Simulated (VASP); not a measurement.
# Sr (I4/mmm) in VASP: further runs

The runs below take Sr through single point, with r2SCAN.

All numbers are computed with VASP 6.6.1; they aren't measurements. Logs are shortened: lines on timing, memory, paths and dates and some standing lists are left out, and cuts for length are marked.

## (1) The cell of the first run

Symmetry: I4/mmm, No. 139, tetragonal system. The conventional cell has a = 4.656 Å, b = 4.656 Å, c = 5.238 Å, α = 90.00°, β = 90.00°, γ = 90.00°. Sr (site symmetry 4/mmm) has 14 Sr at 4.21 to 5.24 Å within 5.5 Å.

## (2) Single point, r2SCAN (strain -0.040 along x and y, +0.080 along z)

Contents of POSCAR:

```
Sr
1.0
   -2.3280000000      2.3280000000      2.6190000000
    2.3280000000     -2.3280000000      2.6190000000
    2.3280000000      2.3280000000     -2.6190000000
Sr
1
Direct
    0.0000000000      0.0000000000      0.0000000000
```

Contents of INCAR.step1:

```
SYSTEM = Sr
PREC     = Accurate       ! precision mode
ENCUT    = 520            ! plane-wave cutoff, eV
ISMEAR   = 0              ! smearing method
SIGMA    = 0.15           ! smearing width, eV
LREAL    = .False.        ! projectors in reciprocal space
LASPH    = .True.         ! aspherical terms in the spheres
NELM     = 100            ! most SCF steps
NBANDS   = 11             ! bands
GGA      = PE             ! functional
ALGO     = Normal         ! electronic algorithm
EDIFF    = 1E-4           ! SCF threshold, eV
LWAVE    = .True.         ! write WAVECAR
LCHARG   = .False.        ! write CHGCAR
```

Contents of INCAR.step2:

```
SYSTEM = Sr
PREC     = Accurate       ! precision mode
ENCUT    = 520            ! plane-wave cutoff, eV
EDIFF    = 1E-6           ! SCF threshold, eV
ISMEAR   = 0              ! smearing method
SIGMA    = 0.15           ! smearing width, eV
LREAL    = .False.        ! projectors in reciprocal space
LASPH    = .True.         ! aspherical terms in the spheres
NELM     = 100            ! most SCF steps
ALGO     = Normal         ! electronic algorithm
ISIF     = 2              ! what is computed and relaxed
LWAVE    = .False.        ! write WAVECAR
LCHARG   = .False.        ! write CHGCAR
METAGGA  = R2SCAN         ! meta-GGA
LMIXTAU  = .True.       
NBANDS   = 11             ! bands
ISTART   = 1
```

Contents of KPOINTS:

```
regular mesh
0
Gamma
  14 14 14
  0 0 0
```

Potentials or basis: VASP PAW PBE potentials, release 64 (Sr_sv).

On the command line:

```sh
> cat potpaw_PBE.64/Sr_sv/POTCAR > POTCAR
> cp INCAR.step1 INCAR
> mpirun -np 1 vasp_std > vasp.out
> cp INCAR.step2 INCAR
> mpirun -np 1 vasp_std > vasp.out
```

OUTCAR:

```text
SYSTEM = Sr
   PREC = Accurate
   ENCUT = 520
   EDIFF = 1E-6
   ISMEAR = 0
   LREAL = .False.
   LASPH = .True.
   NELM = 100
   ISIF = 2
   METAGGA = R2SCAN
   ISTART = 1

 ion  position               nearest neighbor table
   1  0.000  0.000  0.000-

  LATTYP: Found a body centered tetragonal cell.
 ALAT       =     4.6560000000
 C/A-ratio  =     1.1250000000

  Lattice vectors:

 A1 = (  -2.3280000000,   2.3280000000,   2.6190000000)
 A2 = (   2.3280000000,  -2.3280000000,   2.6190000000)
 A3 = (   2.3280000000,   2.3280000000,  -2.6190000000)

Analysis of symmetry for initial positions (statically):
=====================================================================
 Subroutine PRICEL returns:
 Original cell was already a primitive cell.

 Routine SETGRP: Setting up the symmetry group for a
 body centered tetragonal supercell.

 Subroutine GETGRP returns: Found 16 space group operations
 (whereof 16 operations were pure point group operations)
 out of a pool of 16 trial point group operations.

The static configuration has the point symmetry D_4h.

Analysis of symmetry for dynamics (positions and initial velocities):
=====================================================================
 Subroutine PRICEL returns:
 Original cell was already a primitive cell.

 Routine SETGRP: Setting up the symmetry group for a
 body centered tetragonal supercell.

 Subroutine GETGRP returns: Found 16 space group operations
 (whereof 16 operations were pure point group operations)
 out of a pool of 16 trial point group operations.

The dynamic configuration has the point symmetry D_4h.

 Subroutine INISYM returns: Found 16 space group operations
 (whereof 16 operations are pure point group operations),
 and found     1 'primitive' translations

----------------------------------------------------------------------------------------

                                     Primitive cell

  volume of cell :      56.7756

  direct lattice vectors                    reciprocal lattice vectors
    -2.328000000  2.328000000  2.619000000     0.000000000  0.214776632  0.190912562
     2.328000000 -2.328000000  2.619000000     0.214776632  0.000000000  0.190912562
     2.328000000  2.328000000 -2.619000000     0.214776632  0.214776632  0.000000000

  length of vectors
     4.206938198  4.206938198  4.206938198     0.287361459  0.287361459  0.303740026

  position of ions in fractional coordinates (direct lattice)
     0.000000000  0.000000000  0.000000000

  ion indices of the primitive-cell ions
   primitive index   ion index
                 1           1

----------------------------------------------------------------------------------------

 KPOINTS: regular mesh

Automatic generation of k-mesh.
 Grid dimensions read from file:
 generate k-points for:   14   14   14

 Generating k-lattice:

  Cartesian coordinates                     Fractional coordinates (reciprocal lattice)
     0.000000000  0.015341188  0.013636612     0.071428571  0.000000000 -0.000000000
     0.015341188  0.000000000  0.013636612     0.000000000  0.071428571 -0.000000000
     0.015341188  0.015341188  0.000000000     0.000000000  0.000000000  0.071428571

  Length of vectors
     0.020525819  0.020525819  0.021695716

  Shift w.r.t. Gamma in fractional coordinates (k-lattice)
     0.000000000  0.000000000  0.000000000

 Subroutine IBZKPT returns following result:
 ===========================================

 Found    244 irreducible k-points:

 Following reciprocal coordinates:
            Coordinates               Weight
  0.000000  0.000000  0.000000      1.000000
  0.071429  0.000000  0.000000      8.000000
  0.142857  0.000000 -0.000000      8.000000
  0.214286  0.000000  0.000000      8.000000
  0.285714  0.000000  0.000000      8.000000
  0.357143  0.000000 -0.000000      8.000000
[... 16 lines left out ...]
  0.214286  0.142857 -0.000000     16.000000
  0.285714  0.142857 -0.000000     16.000000
 [... further k-points ...]
   k-points           NKPTS =    244   k-points in BZ     NKDIM =    244   number of bands    NBANDS=     11
   number of dos      NEDOS =    301   number of ions     NIONS =      1
   total plane-waves  NPLWV =  32768
   dimension x,y,z NGX =    32 NGY =   32 NGZ =   32
   dimension x,y,z NGXF=    64 NGYF=   64 NGZF=   64
   ions per type =               1
   NGX,Y,Z   is equivalent  to a cutoff of  12.65, 12.65, 12.65 a.u.
   NGXF,Y,Z  is equivalent  to a cutoff of  25.29, 25.29, 25.29 a.u.
 SYSTEM =  Sr
   PREC   = accura    normal or accurate (medium, high low for compatibility)
   ISTART =      1    job   : 0-new  1-cont  2-samecut
   ICHARG =      0    charge: 1-file 2-atom 10-const
   ISPIN  =      1    spin polarized calculation?
   LNONCOLLINEAR =      F non collinear calculations
   LSORBIT =      F    spin-orbit coupling
   LASPH  =      T    aspherical Exc in radial PAW
   ENCUT  =  520.0 eV  38.22 Ry    6.18 a.u.   7.82  7.82  7.82*2*pi/ulx,y,z
   NELM   =    100;   NELMIN=  2; NELMDL=  0     # of ELM steps
   EDIFF  = 0.1E-05   stopping-criterion for ELM
   LREAL  =      F    real-space projection
   EDIFFG = 0.1E-04   stopping-criterion for IOM
   NSW    =      0    number of steps for IOM
   IBRION =     -1    ionic relax: 0-MD 1-quasi-New 2-CG
   NFREE  =      0    steps in history (QN), initial steepest desc. (CG)
   ISIF   =      2    stress and relaxation
   ISYM   =      2    0-nonsym 1-usesym 2-fastsym
   POTIM  = 0.5000    time-step for ionic-motion
   TEBEG  =    0.0;   TEEND  =   0.0 temperature during run
   PSTRESS=    0.0 pullay stress
   NELECT =      10.0000    total number of electrons
   NUPDOWN=      -1.0000    fix difference up-down
   EMIN   =  10.00;   EMAX   =-10.00  energy-range for DOS
   EFERMI =   0.00;   METHOD = LEGACY
   ISMEAR =     0;   SIGMA  =   0.15  broadening in eV -4-tet -1-fermi 0-gaus
   EFERMI_NEDOS =   21; number of points for ismear=-14 and -15
   IALGO  =     38    algorithm
   IMIX   =      4    mixing-type and parameters
     AMIX     =   0.40;   BMIX     =  1.00
     AMIX_MAG =   1.60;   BMIX_MAG =  1.00
  volume/ion in A,a.u.               =      56.78       383.14
  Fermi-wavevector in a.u.,A,eV,Ry     =   0.917672  1.734149 11.457775  0.842123
  Thomas-Fermi vector in A             =   2.042668
   LORBIT       =      0    0 simple, 1 ext, 2 COOP (PROOUT), +10 PAW based schemes
   METAGGA = R2SCAN    functional components
   LHFCALC =     F    Hartree Fock is set to
   AEXX    =    0.0000 exact exchange contribution
   IVDW    =     0    specifies the selected vdW correction
   LEPSILON=     F    determine dielectric tensor
   LRPA    =     F    only Hartree local field effects (RPA)
 non-spin polarized calculation
 Gauss-broadening in eV      SIGMA  =   0.15
  energy-cutoff  :      520.00
  volume of cell :       56.78
 maximum number of plane-waves:      1542
   NGX = 15   NGY = 15   NGZ = 15

 number of electron      10.0000000 magnetization

 Free energy of the ion-electron system (eV)
  ---------------------------------------------------
  ext. energy  EPLUGINS =         0.00000000
  ---------------------------------------------------
  free energy    TOTEN  =       -15.09763316 eV

  energy without entropy =      -15.08184831  energy(sigma->0) =      -15.08974074

 E-fermi :   1.5044     XC(G=0):  -7.6870

 val. band max:        1.5043472365   @ k =   0.3571   0.2857   0.0714
 cond. band min:       1.5062720870   @ k =   0.4286   0.0714   0.0714
 fundamental gap:      0.0019248505
 Fermi energy:         1.5044376904

 k-point     1 :       0.0000    0.0000    0.0000
  band No.  band energies     occupation
      1     -36.5896      2.00000
      2     -17.8557      2.00000
      3     -17.8557      2.00000
      4     -17.8454      2.00000
      5      -2.2809      2.00000
      6       4.0470      0.00000
      7       4.0470      0.00000
      8       4.6813      0.00000
      9       5.0361      0.00000
     10       5.9059      0.00000
     11       9.3605      0.00000

 k-point     2 :       0.0714    0.0000    0.0000
  band No.  band energies     occupation
      1     -36.5889      2.00000
      2     -17.8625      2.00000
      3     -17.8583      2.00000
      4     -17.8481      2.00000
      5      -2.1947      2.00000
      6       3.9872      0.00000
      7       4.0596      0.00000
      8       4.6725      0.00000
      9       4.9647      0.00000
     10       5.8436      0.00000
     11       9.5744      0.00000

 k-point     3 :       0.1429    0.0000   -0.0000
  band No.  band energies     occupation
      1     -36.5870      2.00000
      2     -17.8874      2.00000
      3     -17.8655      2.00000
      4     -17.8496      2.00000
      5      -1.9416      2.00000
      6       3.7359      0.00000
      7       4.0084      0.00000
      8       4.7653      0.00000
      9       4.8939      0.00000
     10       5.7278      0.00000
     11       9.9475      0.00000

 k-point     4 :       0.2143    0.0000    0.0000
  band No.  band energies     occupation
      1     -36.5843      2.00000
      2     -17.9246      2.00000
      3     -17.8758      2.00000
      4     -17.8500      2.00000
      5      -1.5383      2.00000
      6       3.2874      0.00000
      7       3.8275      0.00000
      8       4.9452      0.00000
      9       5.0856      0.00000
     10       5.6581      0.00000
     11       9.5143      0.00000

 k-point     5 :       0.2857    0.0000    0.0000
  band No.  band energies     occupation
      1     -36.5812      2.00000
      2     -17.9657      2.00000
      3     -17.8873      2.00000
      4     -17.8503      2.00000
      5      -1.0138      2.00000
      6       2.7703      0.00000
      7       3.6080      0.00000
      8       5.0118      0.00000
      9       5.5861      0.00000
     10       5.7098      0.00000
     11       8.8029      0.00000
[... 211 lines left out ...]
 k-point    21 :      -0.0714    0.0714    0.0000
  band No.  band energies     occupation
      1     -36.5889      2.00000
      2     -17.8648      2.00000
      3     -17.8564      2.00000
      4     -17.8489      2.00000
      5      -2.1845      2.00000
      6       3.9322      0.00000
      7       4.1295      0.00000
      8       4.5899      0.00000
      9       5.0529      0.00000
     10       5.7845      0.00000
     11       9.5928      0.00000

 k-point    22 :       0.1429    0.1429   -0.0000
  band No.  band energies     occupation
      1     -36.5830      2.00000
      2     -17.9364      2.00000
      3     -17.8811      2.00000
      4     -17.8549      2.00000
      5      -1.3387      2.00000
      6       3.1550      0.00000
      7       3.6604      0.00000
      8       4.8842      0.00000
      9       5.2698      0.00000
     10       5.7740      0.00000
     11       9.3188      0.00000

 k-point    23 :       0.2143    0.1429   -0.0000
  band No.  band energies     occupation
      1     -36.5802      2.00000
      2     -17.9675      2.00000
      3     -17.8952      2.00000
      4     -17.8572      2.00000
      5      -0.8368      2.00000
      6       2.7451      0.00000
      7       3.4035      0.00000
      8       5.0390      0.00000
      9       5.4377      0.00000
     10       6.0089      0.00000
     11       8.7003      0.00000

 k-point    24 :       0.2857    0.1429   -0.0000
  band No.  band energies     occupation
      1     -36.5777      2.00000
      2     -17.9956      2.00000
      3     -17.9088      2.00000
      4     -17.8591      2.00000
      5      -0.2492      2.00000
      6       2.3105      0.00000
      7       3.1910      0.00000
      8       5.0682      0.00000
      9       5.5737      0.00000
     10       6.5071      0.00000
     11       8.1159      0.00000

 [... further k-points ...]

------------------------ aborting loop because EDIFF is reached ----------------------------------------

  FORCE on cell =-STRESS in cart. coord.  units (eV):
  Direction    XX          YY          ZZ          XY          YZ          ZX
  --------------------------------------------------------------------------------------
  -------------------------------------------------------------------------------------
  Total       -0.0404118     -0.0404118      0.0027317      0.0000000      0.0000000      0.0000000
  in kB       -1.1404000     -1.1404000      0.0770879      0.0000000      0.0000000      0.0000000
  external PRESSURE =      -0.7345707 kB  Pullay stress =       0.0000000 kB

 VOLUME and BASIS-vectors are now :
 -----------------------------------------------------------------------------
  energy-cutoff  :      520.00
  volume of cell :       56.78
      direct lattice vectors                 reciprocal lattice vectors
    -2.328000000  2.328000000  2.619000000     0.000000000  0.214776632  0.190912562
     2.328000000 -2.328000000  2.619000000     0.214776632  0.000000000  0.190912562
     2.328000000  2.328000000 -2.619000000     0.214776632  0.214776632  0.000000000

 POSITION                                       TOTAL-FORCE (eV/Angst)
 -----------------------------------------------------------------------------------
      0.00000      0.00000      0.00000         0.000000      0.000000      0.000000
 -----------------------------------------------------------------------------------
    total drift:                                0.000000      0.000000     -0.000000

  FREE ENERGIE OF THE ION-ELECTRON SYSTEM (eV)
  ---------------------------------------------------
  free  energy   TOTEN  =       -15.0976331610 eV

  energy  without entropy=      -15.0818483132  energy(sigma->0) =      -15.08974074
```

It took 2.3 min on 1 thread of Intel Xeon 6975P-C (Granite Rapids), shared host; peak memory 0.29 GiB.

Results:

| Item | Value |
| --- | --- |
| Free energy | -15.0976 eV |
| Pressure | -0.1 GPa |
| Band gap on the k mesh | zero (band 5 reaches 1.70 eV, above the bottom of band 6 at 1.48 eV) |

Stress tensor (GPa, compression positive):
```
-0.11  0.00  0.00
 0.00 -0.11  0.00
 0.00  0.00  0.01
```

Levels at points of the mesh, in eV from the Fermi level:
```
           k point  band 3  band 4  band 5  band 6  band 7  band 8
(0.00, 0.00, 0.00)  -19.36  -19.35   -3.79    2.54    2.54    3.18
(0.50, 0.00, 0.00)  -19.41  -19.36   -1.00   -0.01    1.75    3.40
(0.50, 0.50, 0.00)  -19.42  -19.37   -0.79    0.35    1.00    4.43
(0.50, 0.50, 0.50)  -19.47  -19.47   -0.21    0.10    2.66    4.33
```

Caveat: the cell differs from its parent crystal (strain -0.040 along x and y, +0.080 along z); the PAW data sets were made with another functional, which shifts forces and pressure a little.

## (3) Single point, r2SCAN (strain +0.040 along x and y, -0.080 along z)

Contents of POSCAR:

```
Sr
1.0
   -2.5220000000      2.5220000000      2.2310000000
    2.5220000000     -2.5220000000      2.2310000000
    2.5220000000      2.5220000000     -2.2310000000
Sr
1
Direct
    0.0000000000      0.0000000000      0.0000000000
```

Contents of INCAR.step1:

```
SYSTEM = Sr
PREC = Accurate
ENCUT = 520
ISMEAR = 0
SIGMA = 0.15
LREAL = .FALSE.
LASPH = .TRUE.
NELM = 80
NBANDS = 11
GGA = PE
ALGO = Normal
EDIFF = 1E-4
LWAVE = .TRUE.
LCHARG = .FALSE.
```

Contents of INCAR.step2:

```
SYSTEM = Sr
PREC = Accurate
ENCUT = 520
EDIFF = 1E-7
ISMEAR = 0
SIGMA = 0.15
LREAL = .FALSE.
LASPH = .TRUE.
NELM = 80
ALGO = Normal
ISIF = 2
LWAVE = .FALSE.
LCHARG = .FALSE.
METAGGA = R2SCAN
LMIXTAU = .TRUE.
NBANDS = 11
ISTART = 1
```

Contents of KPOINTS:

```
Automatic mesh
0
G
  14 14 14
  0 0 0
```

Potentials or basis: VASP PAW PBE potentials, release 64 (Sr_sv).

On the command line:

```sh
> cat potpaw_PBE.64/Sr_sv/POTCAR > POTCAR
> cp INCAR.step1 INCAR
> mpirun -np 1 vasp_std > vasp.out
> cp INCAR.step2 INCAR
> mpirun -np 1 vasp_std > vasp.out
```

Run time: 2.7 min. Hardware: 1 thread of Intel Xeon 6975P-C (Granite Rapids), shared host; peak memory 0.29 GiB.

Results (log left out):

* Free energy: -15.0915 eV
* Pressure: -0.1 GPa
* Band gap on the k mesh: zero (band 5 reaches 1.74 eV, above the bottom of band 6 at 1.33 eV)

Stress tensor (GPa, compression positive):
```
-0.24  0.00  0.00
 0.00 -0.24  0.00
 0.00  0.00  0.31
```

Levels at points of the mesh, in eV from the Fermi level:
```
           k point  band 2  band 3  band 4  band 5  band 6  band 7  band 8  band 9
(0.00, 0.00, 0.00)  -19.37  -19.35  -19.35   -3.78    2.24    3.02    3.02    3.45
(0.50, 0.00, 0.00)  -19.55  -19.41  -19.37   -0.84    0.26    1.22    3.90    5.02
(0.50, 0.50, 0.00)  -19.53  -19.41  -19.34   -1.10   -0.14    2.08    3.30    4.23
(0.50, 0.50, 0.50)  -19.49  -19.49  -19.46   -0.17    0.06    3.16    3.16    5.03
```

Caveat: the cell differs from its parent crystal (strain +0.040 along x and y, -0.080 along z); the PAW data sets were made with another functional, which shifts forces and pressure a little.

(Continued in part 2 of 2.)
